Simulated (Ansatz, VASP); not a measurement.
## Two plane-wave programs on HfTe2W2

```
Hf Te W
1.0
     4.57889    0.00000    0.00000
    -2.28945    3.96544    0.00000
     0.00000    0.00000    7.47015
Hf Te W
1 2 2
Direct
  0.00000 0.00000 0.00000
  0.66667 0.33333 0.27252
  0.33333 0.66667 0.72748
  0.66667 0.33333 0.90614
  0.33333 0.66667 0.09386
```

Alike in both runs: task single point; functional PBE; k mesh 12 × 12 × 6; occupations gaussian, width 0.1 eV; no spin polarisation.

```csv
,VASP,Ansatz
version,VASP 6.6.1,Ansatz 0.2.0
potentials or method,"VASP PAW PBE potentials, release 64 (Hf_pv, Te, W_sv), cutoff 520 eV","scalar-relativistic, plane waves, PAW"
valence electrons in the cell,50,86
```

Ansatz gave:

```
gap on the k mesh at the Fermi level (eV) : none
pressure (GPa)                            : 0.0
rms of the force components (eV/Å)        : 0.001
```

**Question.** What did VASP give for the same quantities?

**Answer.** gap on the k mesh at the Fermi level (eV): none; pressure (GPa): -0.1; rms of the force components (eV/Å): 0.008.

Atom by atom the forces differ by 0.009 eV/Å (rms over components). A gap of «none» marks a metal or a gap that the smearing closes. VASP's potentials hold 50 valence electrons a cell and Ansatz's 86, so a difference there can come from the potentials and not from the codes.

Spin-orbit coupling is off throughout.
